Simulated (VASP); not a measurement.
# FeNi (P4/mmm) in VASP: notebook

FeNi is run at these levels: PBEsol; tasks: single point.

Everything below comes from runs of VASP 6.6.1. Logs are shortened: lines on timing, memory, paths and dates and some standing lists are left out, and cuts for length are marked.

### 1 The cell of the first run

Symmetry: P4/mmm, No. 123, tetragonal system. The conventional cell has a = 2.394 Å, b = 2.394 Å, c = 3.597 Å, α = 90.00°, β = 90.00°, γ = 90.00°. Within 3.2 Å of Fe (site symmetry 4/mmm) lie 4 Fe at 2.39 Å and 8 Ni at 2.47 Å. Ni (site symmetry 4/mmm) has 4 Ni at 2.39 Å and 8 Fe at 2.47 Å within 3.2 Å.

### 2 Single point, PBEsol, collinear spin, ferromagnetic start (biaxial strain in the a-b plane: -3.0 %)

Input file INCAR:

```
  PREC = Accurate
  ENCUT = 520
  EDIFF = 1E-6
  ISMEAR = 0
  SIGMA = 0.1
  LREAL = False
  LASPH = True
  NELM = 150
  ALGO = Normal
  ISIF = 2
  LWAVE = False
  LCHARG = False
  ISPIN = 2
  MAGMOM = 2.79 0.75
  LORBIT = 11
  LMAXMIX = 4
  GGA = PS
  NBANDS = 20
```

Input file KPOINTS:

```
regular mesh
0
Gamma
  16 16 12
```

Input file POSCAR:

```
FeNi
1.0
    2.3940994909      0.0000000000      0.0000000000
    0.0000000000      2.3940994909      0.0000000000
    0.0000000000      0.0000000000      3.5965271709
Fe Ni
1 1
Direct
    0.0000000000      0.0000000000      0.0000000000
    0.5000000000      0.5000000000      0.5000000000
```

Potentials or basis: VASP PAW PBE potentials, release 64 (Fe, Ni).

Launch:

```
$ cat potpaw_PBE.64/Fe/POTCAR potpaw_PBE.64/Ni/POTCAR > POTCAR
$ mpirun -np 1 vasp_std > vasp.out
```

OUTCAR:

```text
PREC = Accurate
   ENCUT = 520
   EDIFF = 1E-6
   ISMEAR = 0
   LREAL = False
   LASPH = True
   NELM = 150
   ISIF = 2
   ISPIN = 2
   LORBIT = 11
   GGA = PS

 ion  position               nearest neighbor table
   1  0.000  0.000  0.000-   2 2.47   2 2.47   2 2.47   2 2.47   2 2.47   2 2.47   2 2.47   2 2.47

   2  0.500  0.500  0.500-   1 2.47   1 2.47   1 2.47   1 2.47   1 2.47   1 2.47   1 2.47   1 2.47

  LATTYP: Found a simple tetragonal cell.
 ALAT       =     2.3940994909
 C/A-ratio  =     1.5022463288

  Lattice vectors:

 A1 = (   2.3940994909,   0.0000000000,   0.0000000000)
 A2 = (   0.0000000000,   2.3940994909,   0.0000000000)
 A3 = (   0.0000000000,   0.0000000000,   3.5965271709)

Analysis of symmetry for initial positions (statically):
=====================================================================
 Subroutine PRICEL returns:
 Original cell was already a primitive cell.

 Routine SETGRP: Setting up the symmetry group for a
 simple tetragonal supercell.

 Subroutine GETGRP returns: Found 16 space group operations
 (whereof 16 operations were pure point group operations)
 out of a pool of 16 trial point group operations.

The static configuration has the point symmetry D_4h.

Analysis of symmetry for dynamics (positions and initial velocities):
=====================================================================
 Subroutine PRICEL returns:
 Original cell was already a primitive cell.

 Routine SETGRP: Setting up the symmetry group for a
 simple tetragonal supercell.

 Subroutine GETGRP returns: Found 16 space group operations
 (whereof 16 operations were pure point group operations)
 out of a pool of 16 trial point group operations.

The dynamic configuration has the point symmetry D_4h.

Analysis of structural, dynamic, and magnetic symmetry:
=====================================================================
 Subroutine PRICEL returns:
 Original cell was already a primitive cell.

 Routine SETGRP: Setting up the symmetry group for a
 simple tetragonal supercell.

 Subroutine GETGRP returns: Found 16 space group operations
 (whereof 16 operations were pure point group operations)
 out of a pool of 16 trial point group operations.

The overall configuration has the point symmetry D_4h.

 Subroutine INISYM returns: Found 16 space group operations
 (whereof 16 operations are pure point group operations),
[... 115 lines left out ...]
     AMIX     =   0.40;   BMIX     =  1.00
     AMIX_MAG =   1.60;   BMIX_MAG =  1.00
  volume/ion in A,a.u.               =      10.31        69.56
  Fermi-wavevector in a.u.,A,eV,Ry     =   1.564743  2.956936 33.312796  2.448421
  Thomas-Fermi vector in A             =   2.667322
   LORBIT       =     11    0 simple, 1 ext, 2 COOP (PROOUT), +10 PAW based schemes
   GGA     = PS    functional components
   LHFCALC =     F    Hartree Fock is set to
   AEXX    =    0.0000 exact exchange contribution
   IVDW    =     0    specifies the selected vdW correction
   LEPSILON=     F    determine dielectric tensor
   LRPA    =     F    only Hartree local field effects (RPA)
 spin polarized calculation
 Gauss-broadening in eV      SIGMA  =   0.10
  energy-cutoff  :      520.00
  volume of cell :       20.61
 maximum number of plane-waves:       574
 NGX is ok and might be reduce to    18
   NGX =  9   NGY =  9   NGZ = 13

 number of electron      17.9999997 magnetization       2.9859696

 Free energy of the ion-electron system (eV)
  ---------------------------------------------------
  ext. energy  EPLUGINS =         0.00000000
  ---------------------------------------------------
  free energy    TOTEN  =       -15.12355695 eV

  energy without entropy =      -15.11772698  energy(sigma->0) =      -15.12064196

 E-fermi :   8.4200     XC(G=0): -13.7946

 val. band max:        8.4165226367   @ k =   0.3750   0.0000   0.5000
 cond. band min:       8.4208580254   @ k =   0.4375   0.3750   0.2500
 fundamental gap:      0.0043353887
 Fermi energy:         8.4199894395

 spin component 1

 k-point     1 :       0.0000    0.0000    0.0000
  band No.  band energies     occupation
      1      -0.9468      1.00000
      2       2.9112      1.00000
      3       3.7086      1.00000
      4       5.5437      1.00000
      5       5.9430      1.00000
      6       5.9430      1.00000
[... 541 lines left out ...]
     19      36.9557      0.00000
     20      37.3314      0.00000

 [... further k-points ...]

 spin component 2

 k-point     1 :       0.0000    0.0000    0.0000
  band No.  band energies     occupation
      1      -0.8010      1.00000
      2       3.9035      1.00000
      3       4.7379      1.00000
      4       6.9701      1.00000
      5       7.0563      1.00000
      6       7.0563      1.00000
[... 541 lines left out ...]
     19      37.0125      0.00000
     20      37.7541      0.00000

 [... further k-points ...]

------------------------ aborting loop because EDIFF is reached ----------------------------------------

  FORCE on cell =-STRESS in cart. coord.  units (eV):
  Direction    XX          YY          ZZ          XY          YZ          ZX
  --------------------------------------------------------------------------------------
  -------------------------------------------------------------------------------------
  Total        1.5701919      1.5701919      0.5302693     -0.0000000      0.0000000     -0.0000000
  in kB      122.0381365    122.0381365     41.2134859     -0.0000000      0.0000000     -0.0000000
  external PRESSURE =      95.0965863 kB  Pullay stress =       0.0000000 kB

 VOLUME and BASIS-vectors are now :
 -----------------------------------------------------------------------------
  energy-cutoff  :      520.00
  volume of cell :       20.61
      direct lattice vectors                 reciprocal lattice vectors
     2.394099491  0.000000000  0.000000000     0.417693585  0.000000000  0.000000000
     0.000000000  2.394099491  0.000000000     0.000000000  0.417693585  0.000000000
     0.000000000  0.000000000  3.596527171     0.000000000  0.000000000  0.278046002

 POSITION                                       TOTAL-FORCE (eV/Angst)
 -----------------------------------------------------------------------------------
      0.00000      0.00000      0.00000         0.000000      0.000000      0.000000
      1.19705      1.19705      1.79826         0.000000      0.000000      0.000000
 -----------------------------------------------------------------------------------
    total drift:                                0.000000     -0.000000     -0.000000

  FREE ENERGIE OF THE ION-ELECTRON SYSTEM (eV)
  ---------------------------------------------------
  free  energy   TOTEN  =       -15.1235569455 eV

  energy  without entropy=      -15.1177269823  energy(sigma->0) =      -15.12064196

 total charge

# of ion       s       p       d       tot
------------------------------------------
    1        0.515   0.582   6.280   7.377
    2        0.555   0.619   8.354   9.528
--------------------------------------------------
tot          1.071   1.201  14.633  16.905

 magnetization (x)

# of ion       s       p       d       tot
------------------------------------------
    1       -0.002  -0.019   2.402   2.382
    2       -0.027  -0.061   0.671   0.582
--------------------------------------------------
tot         -0.028  -0.080   3.073   2.964
```

stdout:

```text
POSCAR found type information on POSCAR FeNi
 POSCAR found :  2 types and       2 ions
 scaLAPACK will be used
 -----------------------------------------------------------------------------
|                                                                             |
|                                                                             |
|     You enforced a specific xc type in the INCAR file but a different       |
|     I HOPE YOU KNOW WHAT YOU ARE DOING!                                     |
|                                                                             |
 -----------------------------------------------------------------------------

 LDA part: xc-table for (Slater+PW92), standard interpolation
 POSCAR, INCAR and KPOINTS ok, starting setup
 FFT: planning ... GRIDC
 FFT: planning ... GRID_SOFT
 FFT: planning ... GRID
 WAVECAR not read
 entering main loop
```

Run time: 3.2 min. Hardware: 1 thread of Intel Xeon Platinum 8259CL at 2.50GHz (Skylake/Cascade Lake), shared host; peak memory 0.3 GiB.

What came out:

```yaml
Free_energy: -15.1236 eV
Pressure: 9.5 GPa
Net_moment: 2.99 μB per cell
Site_moments: Fe +2.38; Ni +0.58 μB
Valence_electrons_inside_the_program's_atomic_spheres: Fe 7.38; Ni 9.53
```

Levels at points of the mesh, in eV from the Fermi level:
Spin up:
| k point | band 6 | band 7 | band 8 | band 9 | band 10 | band 11 | band 12 | band 13 | band 14 | band 15 |
| --- | --- | --- | --- | --- | --- | --- | --- | --- | --- | --- |
| (0.00, 0.00, 0.00) | -2.48 | -1.70 | -1.11 | -0.42 | -0.22 | -0.22 | 1.61 | 9.19 | 16.47 | 16.47 |
| (0.50, 0.00, 0.00) | -3.15 | -1.87 | -1.76 | -1.37 | -1.12 | 1.23 | 2.01 | 11.72 | 11.77 | 12.58 |
| (0.50, 0.50, 0.00) | -0.43 | -0.39 | -0.37 | -0.37 | 0.51 | 3.11 | 3.11 | 10.56 | 10.97 | 14.29 |
| (0.00, 0.00, 0.50) | -2.41 | -1.58 | -1.58 | -1.40 | -1.40 | -0.84 | -0.70 | 18.99 | 19.37 | 20.61 |
| (0.50, 0.00, 0.50) | -2.40 | -0.61 | -0.56 | -0.41 | -0.41 | -0.27 | -0.18 | 6.42 | 7.08 | 21.46 |
| (0.50, 0.50, 0.50) | -3.22 | -1.66 | -1.44 | -0.39 | 0.51 | 8.37 | 8.37 | 8.57 | 8.57 | 10.84 |
Spin down:
```
           k point  band 6  band 7  band 8  band 9  band 10  band 11
(0.00, 0.00, 0.00)   -1.36   -0.29    0.02    1.78     1.81     1.81
(0.50, 0.00, 0.00)   -1.32   -1.22   -0.71    0.76     1.37     1.96
(0.50, 0.50, 0.00)    0.63    1.37    1.37    1.85     2.72     3.26
(0.00, 0.00, 0.50)   -0.92   -0.92   -0.24   -0.22     1.01     1.01
(0.50, 0.00, 0.50)   -1.03   -0.36   -0.08    0.71     1.38     1.75
(0.50, 0.50, 0.50)   -1.71   -0.89    0.57    1.11     2.72     8.99
```

Caveat: the cell differs from its parent crystal (biaxial strain in the a-b plane: -3.0 %); the PAW data sets were made with another functional, which shifts forces and pressure a little.

### 3 Single point, PBEsol, collinear spin, ferromagnetic start (biaxial strain in the a-b plane: +2.0 %, then relaxed in part)

Input file INCAR:

```
SYSTEM = FeNi
ALGO = Normal
EDIFF = 1E-6
ENCUT = 520
GGA = PS
ISIF = 2
ISMEAR = 0
ISPIN = 2
LASPH = .True.
LCHARG = .True.
LELF = .True.
LMAXMIX = 4
LORBIT = 11
LREAL = .False.
LVHAR = .True.
LWAVE = .False.
MAGMOM = 2.79 0.75
NBANDS = 20
NELM = 150
PREC = Accurate
SIGMA = 0.1
```

Input file KPOINTS:

```
k-points
0
Gamma
  16 16 12
  0 0 0
```

Input file POSCAR:

```
FeNi
1.0
    2.5175066811      0.0000000000      0.0000000000
    0.0000000000      2.5175066811      0.0000000000
    0.0000000000      0.0000000000      3.4653259663
Fe Ni
1 1
Direct
    0.0000000000      0.0000000000      0.0000000000
    0.5000000000      0.5000000000      0.5000000000
```

Potentials or basis: VASP PAW PBE potentials, release 64 (Fe, Ni).

Launch:

```
$ cat potpaw_PBE.64/Fe/POTCAR potpaw_PBE.64/Ni/POTCAR > POTCAR
$ mpirun -np 1 vasp_std > vasp.out
```

It took 4.9 min on 1 thread of Intel Xeon Platinum 8259CL at 2.50GHz (Skylake/Cascade Lake), shared host; peak memory 0.32 GiB.

It converged, with:

```yaml
Free_energy: -15.1500 eV
Pressure: -3.4 GPa
Net_moment: 3.24 μB per cell
Site_moments: Fe +2.60; Ni +0.64 μB
Valence_electrons_inside_the_program's_atomic_spheres: Fe 7.22; Ni 9.41
```

Stress tensor (GPa, compression positive):
```
-5.19  0.00  0.00
 0.00 -5.19  0.00
 0.00  0.00  0.10
```

Levels at points of the mesh, in eV from the Fermi level:
Spin up:
```
           k point  band 7  band 8  band 9  band 10  band 11  band 12  band 13  band 14  band 15  band 16
(0.00, 0.00, 0.00)   -1.56   -1.50   -0.67    -0.42    -0.42     2.79     9.94    14.23    14.23    19.33
(0.50, 0.00, 0.00)   -2.07   -1.90   -1.55    -1.45     0.62     1.28    11.90    11.91    12.91    13.79
(0.50, 0.50, 0.00)   -0.71   -0.38   -0.38    -0.13     2.17     2.17     9.03     9.43    14.39    14.91
(0.00, 0.00, 0.50)   -1.76   -1.76   -1.73    -1.73    -1.14    -1.10    18.72    18.72    19.14    19.14
(0.50, 0.00, 0.50)   -0.87   -0.66   -0.58    -0.55    -0.46    -0.35     5.79     6.31    21.38    21.41
(0.50, 0.50, 0.50)   -1.65   -1.62   -0.80    -0.13     7.80     7.80     7.86     7.86     9.69     9.97
```
Spin down:
| k point | band 4 | band 5 | band 6 | band 7 | band 8 | band 9 | band 10 | band 11 | band 12 | band 13 |
| --- | --- | --- | --- | --- | --- | --- | --- | --- | --- | --- |
| (0.00, 0.00, 0.00) | -1.49 | -1.49 | -0.85 | -0.58 | 0.41 | 1.68 | 1.68 | 1.99 | 2.97 | 10.94 |
| (0.50, 0.00, 0.00) | -2.30 | -1.44 | -1.30 | -1.03 | -0.85 | 0.69 | 1.16 | 1.42 | 3.47 | 12.49 |
| (0.50, 0.50, 0.00) | -3.43 | 0.22 | 0.64 | 1.48 | 1.49 | 1.71 | 2.31 | 2.31 | 2.41 | 10.10 |
| (0.00, 0.00, 0.50) | -1.69 | -1.33 | -1.07 | -1.07 | -0.50 | 0.37 | 0.78 | 0.78 | 1.88 | 18.98 |
| (0.50, 0.00, 0.50) | -1.64 | -1.46 | -0.52 | -0.40 | -0.17 | 0.44 | 1.45 | 1.64 | 1.83 | 6.95 |
| (0.50, 0.50, 0.50) | -2.60 | -1.69 | -1.69 | -0.82 | 0.22 | 1.21 | 2.41 | 8.42 | 8.42 | 8.53 |

Caveat: the cell differs from its parent crystal (biaxial strain in the a-b plane: +2.0 %, then relaxed in part); the PAW data sets were made with another functional, which shifts forces and pressure a little.
